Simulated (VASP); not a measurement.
Write the native input for VASP 6.6.1 that does the following.

* Task: single point
* Functional: PBEsol
* Potentials or basis: VASP PAW PBE potentials, release 64 (Be, S)
* Cutoff: 600 eV
* k mesh: 8 × 8 × 8
* Occupations: gaussian, width 0.02 eV
* Spin: no spin polarisation
* Dipole correction: no
* Further INCAR settings: ALGO = Normal; EDIFF = 1e-06; NBANDS = 11

The structure of BeS (fa.b) lies in POSCAR:

```
BeS
1.0
    0.0000000000      2.4188489221      2.4188489221
    2.4188489221      0.0000000000      2.4188489221
    2.4188489221      2.4188489221      0.0000000000
Be S
1 1
Direct
    0.0000000000      0.0000000000      0.0000000000
    0.2500000000      0.2500000000      0.2500000000
```

These files were run (other wordings do the same):

INCAR

```
PREC = Accurate
ENCUT = 600
EDIFF = 1E-6
ISMEAR = 0
SIGMA = 0.02
LREAL = F
LASPH = T
NELM = 120
ALGO = Normal
ISIF = 2
LWAVE = F
LCHARG = F
GGA = PS
NBANDS = 11
GGA_COMPAT = F
```

KPOINTS

```
Automatic mesh
0
Gamma
  8 8 8
```

Potentials or basis: VASP PAW PBE potentials, release 64 (Be, S).

The run is started by

```bash
$ cat potpaw_PBE.64/Be/POTCAR potpaw_PBE.64/S/POTCAR > POTCAR
$ mpirun -np 1 vasp_std > vasp.out
```

Results of the run:

```yaml
Pressure: 0.2 GPa
Band_gap_on_the_k_mesh: 2.91 eV, indirect (least direct gap 5.61 eV)
```

Caveat: the PAW data sets were made with another functional, which shifts forces and pressure a little.

Wall time 18 s on 1 thread of Intel Xeon 8259CL (shared host), peak memory 0.15 GiB.
